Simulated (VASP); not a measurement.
# AlN (R-3m) in VASP: notebook, part 2 of 2

VASP 6.6.1. The steps go on from the part before.

### 3 Single point, r2SCAN (epitaxial 111 strain -2.0%)

Input file POSCAR:

```
AlN
1.0
    0.0307724523      2.0092635354      2.0092635354
    2.0092635354      0.0307724523      2.0092635354
    2.0092635354      2.0092635354      0.0307724523
Al N
1 1
Direct
    0.0000000000      0.0000000000      0.0000000000
    0.5000000000      0.5000000000      0.5000000000
```

Input file INCAR.step1:

```
SYSTEM = AlN
  ALGO = Normal
  EDIFF = 1E-4
  ENCUT = 520
  GGA = PE
  ISMEAR = 0
  LASPH = .True.
  LCHARG = .False.
  LREAL = .False.
  LWAVE = .True.
  NBANDS = 11
  NELM = 80
  PREC = Accurate
  SIGMA = 0.01
```

Input file INCAR.step2:

```
SYSTEM = AlN
  ALGO = Normal
  EDIFF = 1E-6
  ENCUT = 520
  ISIF = 2
  ISMEAR = 0
  ISTART = 1
  LASPH = .True.
  LCHARG = .False.
  LMIXTAU = .True.
  LREAL = .False.
  LWAVE = .False.
  METAGGA = R2SCAN
  NBANDS = 11
  NELM = 80
  PREC = Accurate
  SIGMA = 0.01
```

Input file KPOINTS:

```
k-points
0
Gamma
  10 10 10
  0 0 0
```

Potentials or basis: VASP PAW PBE potentials, release 64 (Al, N).

Started as:

```bash
cat potpaw_PBE.64/Al/POTCAR potpaw_PBE.64/N/POTCAR > POTCAR
cp INCAR.step1 INCAR
mpirun -np 1 vasp_std > vasp.out
cp INCAR.step2 INCAR
mpirun -np 1 vasp_std > vasp.out
```

OUTCAR:

```text
SYSTEM = AlN
   EDIFF = 1E-6
   ENCUT = 520
   ISIF = 2
   ISMEAR = 0
   ISTART = 1
   LASPH = .True.
   LREAL = .False.
   METAGGA = R2SCAN
   NELM = 80
   PREC = Accurate

 ion  position               nearest neighbor table
   1  0.000  0.000  0.000-   2 1.99   2 1.99   2 1.99   2 1.99   2 1.99   2 1.99
   2  0.500  0.500  0.500-   1 1.99   1 1.99   1 1.99   1 1.99   1 1.99   1 1.99

  LATTYP: Found a trigonal (rhomboedric) cell.
 ALAT       =     2.8416943631
 COS(alpha) =     0.5152548607

  Lattice vectors:

 A1 = (   0.0307724523,   2.0092635354,   2.0092635354)
[... 515 lines left out ...]
      7      24.1515      0.00000
      8      27.6106      0.00000
      9      28.6883      0.00000
     10      33.6730      0.00000
     11      37.3697      0.00000

 [... further k-points ...]
[... 5 lines left out ...]
  --------------------------------------------------------------------------------------
  -------------------------------------------------------------------------------------
  Total        1.0283574      1.0283574      1.0283574     -0.5558942     -0.5558942     -0.5558942
  in kB      103.9457044    103.9457044    103.9457044    -56.1894312    -56.1894312    -56.1894312
  external PRESSURE =     103.9457044 kB  Pullay stress =       0.0000000 kB

 VOLUME and BASIS-vectors are now :
 -----------------------------------------------------------------------------
  energy-cutoff  :      520.00
  volume of cell :       15.85
      direct lattice vectors                 reciprocal lattice vectors
     0.030772452  2.009263535  2.009263535    -0.254638360  0.250797327  0.250797327
     2.009263535  0.030772452  2.009263535     0.250797327 -0.254638360  0.250797327
     2.009263535  2.009263535  0.030772452     0.250797327  0.250797327 -0.254638360

 POSITION                                       TOTAL-FORCE (eV/Angst)
 -----------------------------------------------------------------------------------
      0.00000      0.00000      0.00000        -0.000000     -0.000000     -0.000000
      2.02465      2.02465      2.02465         0.000000      0.000000      0.000000
 -----------------------------------------------------------------------------------
    total drift:                               -0.000000     -0.000000      0.000000

  FREE ENERGIE OF THE ION-ELECTRON SYSTEM (eV)
  ---------------------------------------------------
  free  energy   TOTEN  =       -18.8660585313 eV

  energy  without entropy=      -18.8660585313  energy(sigma->0) =      -18.86605853
```

OUTCAR.step1:

```text
SYSTEM = AlN
   EDIFF = 1E-4
   ENCUT = 520
   GGA = PE
   ISMEAR = 0
   LASPH = .True.
   LREAL = .False.
[... 558 lines left out ...]
      0.00000      0.00000      0.00000        -0.000000     -0.000000      0.000000
      2.02465      2.02465      2.02465         0.000000      0.000000     -0.000000
 -----------------------------------------------------------------------------------
    total drift:                               -0.000000     -0.000000      0.000000

  FREE ENERGIE OF THE ION-ELECTRON SYSTEM (eV)
  ---------------------------------------------------
  free  energy   TOTEN  =       -14.4824005745 eV

  energy  without entropy=      -14.4824005745  energy(sigma->0) =      -14.48240057
```

OSZICAR.step1:

```text
N       E                     dE             d eps       ncg     rms          rms(c)
DAV:   1     0.102517344799E+02    0.10252E+02   -0.40532E+03  2616   0.627E+02
DAV:   2    -0.155518955385E+02   -0.25804E+02   -0.24803E+02  3107   0.140E+02
DAV:   3    -0.162650052592E+02   -0.71311E+00   -0.71167E+00  3083   0.213E+01
DAV:   4    -0.162679834314E+02   -0.29782E-02   -0.29780E-02  2843   0.147E+00
DAV:   5    -0.162680074826E+02   -0.24051E-04   -0.24051E-04  3023   0.127E-01    0.777E+00
DAV:   6    -0.145074955449E+02    0.17605E+01   -0.72833E+00  2828   0.146E+01    0.279E+00
DAV:   7    -0.144878409868E+02    0.19655E-01   -0.20796E-01  2895   0.326E+00    0.183E+00
DAV:   8    -0.144827002376E+02    0.51407E-02   -0.15098E-02  2729   0.107E+00    0.346E-01
DAV:   9    -0.144823479720E+02    0.35227E-03   -0.14277E-03  2891   0.231E-01    0.156E-01
DAV:  10    -0.144824005745E+02   -0.52603E-04   -0.13254E-04  1544   0.855E-02
   1 F= -.14482401E+02 E0= -.14482401E+02  d E =-.804718E-26
```

Run time: 77 s. Hardware: 1 thread of Intel Xeon 8259CL, shared host; peak memory 0.15 GiB.

Results:

```
Free energy            : -18.8661 eV
Pressure               : 10.4 GPa
Band gap on the k mesh : 5.53 eV, indirect (least direct gap 7.00 eV)
```

Stress tensor (GPa, compression positive):
```
10.39 -5.62 -5.62
-5.62 10.39 -5.62
-5.62 -5.62 10.39
```

Caveat: the cell differs from its parent crystal (epitaxial 111 strain -2.0%); the PAW data sets were made with another functional, which shifts forces and pressure a little. A k mesh can miss the band edges.

### 4 Single point, r2SCAN (epitaxial 111 strain -1.0%)

Input file POSCAR:

```
AlN
1.0
    0.0153903006      2.0140700682      2.0140700682
    2.0140700682      0.0153903006      2.0140700682
    2.0140700682      2.0140700682      0.0153903006
Al N
1 1
Direct
    0.0000000000      0.0000000000      0.0000000000
    0.5000000000      0.5000000000      0.5000000000
```

Input file INCAR.step1:

```
SYSTEM = AlN
PREC = Accurate
ENCUT = 520
ISMEAR = 0
SIGMA = 0.01
LREAL = .FALSE.
LASPH = .TRUE.
NELM = 60
NBANDS = 11
GGA = PE
ALGO = Normal
EDIFF = 1E-4
LWAVE = .TRUE.
LCHARG = .FALSE.
```

Input file INCAR.step2:

```
SYSTEM = AlN
PREC = Accurate
ENCUT = 520
EDIFF = 1E-6
ISMEAR = 0
SIGMA = 0.01
LREAL = .FALSE.
LASPH = .TRUE.
NELM = 60
ALGO = Normal
ISIF = 2
LWAVE = .FALSE.
LCHARG = .FALSE.
METAGGA = R2SCAN
LMIXTAU = .TRUE.
NBANDS = 11
ISTART = 1
```

Input file KPOINTS:

```
regular mesh
0
G
  10 10 10
  0 0 0
```

Potentials or basis: VASP PAW PBE potentials, release 64 (Al, N).

Started as:

```bash
cat potpaw_PBE.64/Al/POTCAR potpaw_PBE.64/N/POTCAR > POTCAR
cp INCAR.step1 INCAR
mpirun -np 1 vasp_std > vasp.out
cp INCAR.step2 INCAR
mpirun -np 1 vasp_std > vasp.out
```

OUTCAR:

```text
SYSTEM = AlN
   PREC = Accurate
   ENCUT = 520
   EDIFF = 1E-6
   ISMEAR = 0
   LREAL = .FALSE.
   LASPH = .TRUE.
   NELM = 60
   ISIF = 2
   METAGGA = R2SCAN
   ISTART = 1

 ion  position               nearest neighbor table
   1  0.000  0.000  0.000-   2 2.01   2 2.01   2 2.01   2 2.01   2 2.01   2 2.01
   2  0.500  0.500  0.500-   1 2.01   1 2.01   1 2.01   1 2.01   1 2.01   1 2.01

  LATTYP: Found a trigonal (rhomboedric) cell.
 ALAT       =     2.8483667848
 COS(alpha) =     0.5076265725

  Lattice vectors:

 A1 = (   0.0153903006,   2.0140700682,   2.0140700682)
 A2 = (   2.0140700682,   0.0153903006,   2.0140700682)
 A3 = (   2.0140700682,   2.0140700682,   0.0153903006)

Analysis of symmetry for initial positions (statically):
=====================================================================
 Subroutine PRICEL returns:
 Original cell was already a primitive cell.

 Routine SETGRP: Setting up the symmetry group for a
 trigonal (rhombohedral) supercell.

 Subroutine GETGRP returns: Found 12 space group operations
 (whereof 12 operations were pure point group operations)
 out of a pool of 12 trial point group operations.

The static configuration has the point symmetry D_3d.

Analysis of symmetry for dynamics (positions and initial velocities):
[... 166 lines left out ...]

 k-point     1 :       0.0000    0.0000    0.0000
  band No.  band energies     occupation
      1      -8.5427      2.00000
      2       9.9578      2.00000
      3      10.1268      2.00000
      4      10.1268      2.00000
      5      16.9247      0.00000
      6      22.8256      0.00000
      7      23.1811      0.00000
      8      23.1811      0.00000
      9      28.8269      0.00000
     10      28.8269      0.00000
     11      28.8993      0.00000
[... 309 lines left out ...]
 k-point    24 :       0.4000    0.3000   -0.0000
  band No.  band energies     occupation
      1      -5.4393      2.00000
      2       3.9602      2.00000
      3       7.1993      2.00000
      4       7.5779      2.00000
      5      17.0385      0.00000
      6      18.0490      0.00000
      7      23.6906      0.00000
      8      27.1405      0.00000
      9      28.1303      0.00000
     10      33.2067      0.00000
     11      36.7898      0.00000

 [... further k-points ...]
[... 5 lines left out ...]
  --------------------------------------------------------------------------------------
  -------------------------------------------------------------------------------------
  Total        0.4569283      0.4569283      0.4569283     -0.2716762     -0.2716762     -0.2716762
  in kB       45.3222490     45.3222490     45.3222490    -26.9472883    -26.9472883    -26.9472883
  external PRESSURE =      45.3222490 kB  Pullay stress =       0.0000000 kB

 VOLUME and BASIS-vectors are now :
 -----------------------------------------------------------------------------
  energy-cutoff  :      520.00
  volume of cell :       16.15
      direct lattice vectors                 reciprocal lattice vectors
     0.015390301  2.014070068  2.014070068    -0.251117305  0.249212971  0.249212971
     2.014070068  0.015390301  2.014070068     0.249212971 -0.251117305  0.249212971
     2.014070068  2.014070068  0.015390301     0.249212971  0.249212971 -0.251117305

 POSITION                                       TOTAL-FORCE (eV/Angst)
 -----------------------------------------------------------------------------------
      0.00000      0.00000      0.00000         0.000000      0.000000     -0.000000
      2.02177      2.02177      2.02177        -0.000000     -0.000000      0.000000
 -----------------------------------------------------------------------------------
    total drift:                               -0.000000     -0.000000      0.000000

  FREE ENERGIE OF THE ION-ELECTRON SYSTEM (eV)
  ---------------------------------------------------
  free  energy   TOTEN  =       -18.8899997932 eV

  energy  without entropy=      -18.8899997932  energy(sigma->0) =      -18.88999979
```

OUTCAR.step1:

```text
SYSTEM = AlN
   PREC = Accurate
   ENCUT = 520
   ISMEAR = 0
   LREAL = .FALSE.
   LASPH = .TRUE.
[... 559 lines left out ...]
      0.00000      0.00000      0.00000        -0.000000      0.000000      0.000000
      2.02177      2.02177      2.02177         0.000000     -0.000000     -0.000000
 -----------------------------------------------------------------------------------
    total drift:                               -0.000000     -0.000000      0.000000

  FREE ENERGIE OF THE ION-ELECTRON SYSTEM (eV)
  ---------------------------------------------------
  free  energy   TOTEN  =       -14.5186295048 eV

  energy  without entropy=      -14.5186295048  energy(sigma->0) =      -14.51862950
```

OSZICAR.step1:

```text
N       E                     dE             d eps       ncg     rms          rms(c)
DAV:   1     0.956898606161E+01    0.95690E+01   -0.41092E+03  2680   0.628E+02
DAV:   2    -0.155910206775E+02   -0.25160E+02   -0.24035E+02  3120   0.139E+02
DAV:   3    -0.162818830377E+02   -0.69086E+00   -0.68960E+00  3076   0.208E+01
DAV:   4    -0.162845700569E+02   -0.26870E-02   -0.26868E-02  2864   0.141E+00
DAV:   5    -0.162845919345E+02   -0.21878E-04   -0.21877E-04  3008   0.122E-01    0.769E+00
DAV:   6    -0.145414577021E+02    0.17431E+01   -0.73728E+00  2801   0.146E+01    0.275E+00
DAV:   7    -0.145241825186E+02    0.17275E-01   -0.19344E-01  2904   0.318E+00    0.180E+00
DAV:   8    -0.145189097517E+02    0.52728E-02   -0.15131E-02  2687   0.107E+00    0.338E-01
DAV:   9    -0.145185757539E+02    0.33400E-03   -0.13806E-03  2897   0.225E-01    0.153E-01
DAV:  10    -0.145186295048E+02   -0.53751E-04   -0.12433E-04  1518   0.839E-02
   1 F= -.14518630E+02 E0= -.14518630E+02  d E =-.128065E-26
```

Wall time 83 s (1 thread of Intel Xeon 8259CL, shared host); peak memory 0.15 GiB.

What came out:

```yaml
Free_energy: -18.8900 eV
Pressure: 4.5 GPa
Band_gap_on_the_k_mesh: 5.60 eV, indirect (least direct gap 6.80 eV)
```

Stress tensor (GPa, compression positive):
```
 4.53 -2.69 -2.69
-2.69  4.53 -2.69
-2.69 -2.69  4.53
```

Caveat: the cell differs from its parent crystal (epitaxial 111 strain -1.0%); the PAW data sets were made with another functional, which shifts forces and pressure a little.

### 5 Single point, r2SCAN (epitaxial 111 strain +1.0%)

Input file POSCAR:

```
AlN
1.0
   -0.0152594184      2.0237977183      2.0237977183
    2.0237977183     -0.0152594184      2.0237977183
    2.0237977183      2.0237977183     -0.0152594184
Al N
1 1
Direct
    0.0000000000      0.0000000000      0.0000000000
    0.5000000000      0.5000000000      0.5000000000
```

Input file INCAR.step1:

```
SYSTEM = AlN
  ALGO = Normal
  EDIFF = 1E-4
  ENCUT = 520
  GGA = PE
  ISMEAR = 0
  LASPH = .TRUE.
  LCHARG = .FALSE.
  LREAL = .FALSE.
  LWAVE = .TRUE.
  NBANDS = 11
  NELM = 100
  PREC = Accurate
  SIGMA = 0.01
```

Input file INCAR.step2:

```
SYSTEM = AlN
  ALGO = Normal
  EDIFF = 1E-7
  ENCUT = 520
  ISIF = 2
  ISMEAR = 0
  ISTART = 1
  LASPH = .TRUE.
  LCHARG = .TRUE.
  LELF = .TRUE.
  LMIXTAU = .TRUE.
  LREAL = .FALSE.
  LVHAR = .TRUE.
  LWAVE = .FALSE.
  METAGGA = R2SCAN
  NBANDS = 11
  NELM = 100
  PREC = Accurate
  SIGMA = 0.01
```

Input file KPOINTS:

```
k-points
0
G
  10 10 10
  0 0 0
```

Started as:

```bash
cat potpaw_PBE.64/Al/POTCAR potpaw_PBE.64/N/POTCAR > POTCAR
cp INCAR.step1 INCAR
mpirun -np 1 vasp_std > vasp.out
cp INCAR.step2 INCAR
mpirun -np 1 vasp_std > vasp.out
```

Run time: 89 s. Hardware: 1 thread of Intel Xeon 8259CL, shared host; peak memory 0.15 GiB.

The run converged. Its results:

```yaml
Free_energy: -18.8880 eV
Pressure: -5.7 GPa
Band_gap_on_the_k_mesh: 5.21 eV, indirect (least direct gap 6.19 eV)
```

Stress tensor (GPa, compression positive):
```
-5.72  2.46  2.46
 2.46 -5.72  2.46
 2.46  2.46 -5.72
```

Levels at points of the mesh, in eV from the valence-band top:
| k point | band 1 | band 2 | band 3 | band 4 | band 5 | band 6 | band 7 | band 8 |
| --- | --- | --- | --- | --- | --- | --- | --- | --- |
| (0.00, 0.00, 0.00) | -18.37 | -0.16 | -0.16 | 0.00 | 6.19 | 12.64 | 12.64 | 13.00 |
| (0.50, 0.00, 0.00) | -15.21 | -8.48 | -1.26 | -1.16 | 6.76 | 11.67 | 11.81 | 14.26 |
| (0.50, 0.50, 0.00) | -14.24 | -7.55 | -3.04 | -2.88 | 5.21 | 5.92 | 15.07 | 18.32 |
| (0.50, 0.50, 0.50) | -15.13 | -8.37 | -1.31 | -1.31 | 6.55 | 11.50 | 11.50 | 14.42 |

Caveat: the cell differs from its parent crystal (epitaxial 111 strain +1.0%); the PAW data sets were made with another functional, which shifts forces and pressure a little.

### 6 Overview

```tsv
cell	gap on the mesh (eV)	pressure (GPa)
a = 2.835 Å, angles 58.5°, 2 atoms	5.39	16.8
a = 2.842 Å, angles 59.0°, 2 atoms	5.53	10.4
a = 2.848 Å, angles 59.5°, 2 atoms	5.60	4.5
a = 2.862 Å, angles 60.5°, 2 atoms	5.21	-5.7
```

Alike in all rows: task single point; level r2SCAN; potentials or basis VASP PAW PBE potentials, release 64 (Al, N); no spin polarisation; k mesh 10 × 10 × 10; cutoff (eV) 520; smearing gaussian 0.01 eV.

Caveats: the PAW data sets were made with another functional, which shifts forces and pressure a little.

Total energies depend on the potentials used, so only differences within one code and one set of settings carry meaning.
